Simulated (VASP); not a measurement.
Here is a VASP 6.6.1 calculation.

INCAR

```
SYSTEM = Sc2Ta3O
PREC = Accurate ; ENCUT = 600
EDIFF = 1E-7 ; ISMEAR = 0
SIGMA = 0.1 ; LREAL = .False.
LASPH = .True. ; NELM = 60
ALGO = Normal ; ISIF = 3
LWAVE = .False. ; LCHARG = .False.
GGA = PE ; IBRION = 2
NSW = 90 ; EDIFFG = -0.04
```

File KPOINTS:

```
regular mesh
0
Gamma
  6 6 6
  0 0 0
```

File POSCAR:

```
Sc2Ta3O
1.0
   -2.3217237500      2.3217237500      3.2435747600
    2.3217237500     -2.3217237500      3.2435747600
    2.3217237500      2.3217237500     -3.2435747600
Sc Ta O
2 3 1
Direct
    0.5000000000      0.0000000000      0.5000000000
    0.0000000000      0.5000000000      0.5000000000
    0.2422815700      0.2422815700      0.0000000000
    0.7577184300      0.7577184300      0.0000000000
    0.0000000000      0.0000000000      0.0000000000
    0.5000000000      0.5000000000      0.0000000000
```

Potentials or basis: VASP PAW PBE potentials, release 64 (Sc_sv, Ta_pv, O).

Command:

```sh
$ cat potpaw_PBE.64/Sc_sv/POTCAR potpaw_PBE.64/Ta_pv/POTCAR potpaw_PBE.64/O/POTCAR > POTCAR
$ mpirun -np 1 vasp_std > vasp.out
```

Task: Estimate the relaxed volume.

Result: 18.88 Å³/atom.

Task: Predict the relaxed cell.

Result: a = 5.813 Å, b = 5.813 Å, c = 5.813 Å, α = 129.74°, β = 129.74°, γ = 73.82°.

Task: Estimate the band gap on the k mesh.

Result: Zero (an odd number of electrons rules out a gap without spin polarisation).

Final structure:
```yaml
crystal:
  lattice:
    - [-2.46865, 2.46865, 4.64773]
    - [2.46865, -2.46865, 4.64773]
    - [2.46865, 2.46865, -4.64773]
  atoms:
    - { symbol: Sc, position: [0.50000, 0.00000, 0.50000] }
    - { symbol: Sc, position: [0.00000, 0.50000, 0.50000] }
    - { symbol: Ta, position: [0.72164, 0.72164, 0.00000] }
    - { symbol: Ta, position: [0.27836, 0.27836, 0.00000] }
    - { symbol: Ta, position: [0.00000, 0.00000, 0.00000] }
    - { symbol: O, position: [0.50000, 0.50000, 0.00000] }
```

Caveat: the volume moved by over 15 % at a fixed basis, so the end points are rough; spin-orbit coupling is left out, which moves the levels of the heavy elements; an odd number of electrons without spin polarisation forces a metal; a magnetic or distorted state may lie lower.
